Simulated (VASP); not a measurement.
Here is a VASP 6.6.1 calculation.

File INCAR:

```
SYSTEM = Mo
PREC = Accurate
ENCUT = 500
EDIFF = 1E-6
ISMEAR = 1
SIGMA = 0.15
LREAL = .False.
LASPH = .True.
NELM = 120
ALGO = Normal
ISIF = 2
LWAVE = .False.
LCHARG = .False.
GGA = PE
NBANDS = 13
GGA_COMPAT = .False.
```

Contents of KPOINTS:

```
regular mesh
0
Gamma
  12 12 12
  0 0 0
```

Contents of POSCAR:

```
Mo
1.0
    2.7298634822     -0.0000000151     -0.0000000262
   -0.9099544798      2.5737399783     -0.0000000262
   -0.9099544798     -1.2868699514      2.2289242258
Mo
1
Direct
    0.0000000000      0.0000000000      0.0000000000
```

Potentials or basis: VASP PAW PBE potentials, release 64 (Mo_sv).

Run with:

```console
$ cat potpaw_PBE.64/Mo_sv/POTCAR > POTCAR
$ mpirun -np 1 vasp_std > vasp.out
```

Question: Estimate the band gap on the k mesh.

Answer: Zero (band 7 reaches 16.54 eV, above the bottom of band 8 at 11.20 eV).

Question: Predict the pressure.

Answer: 2.5 GPa.
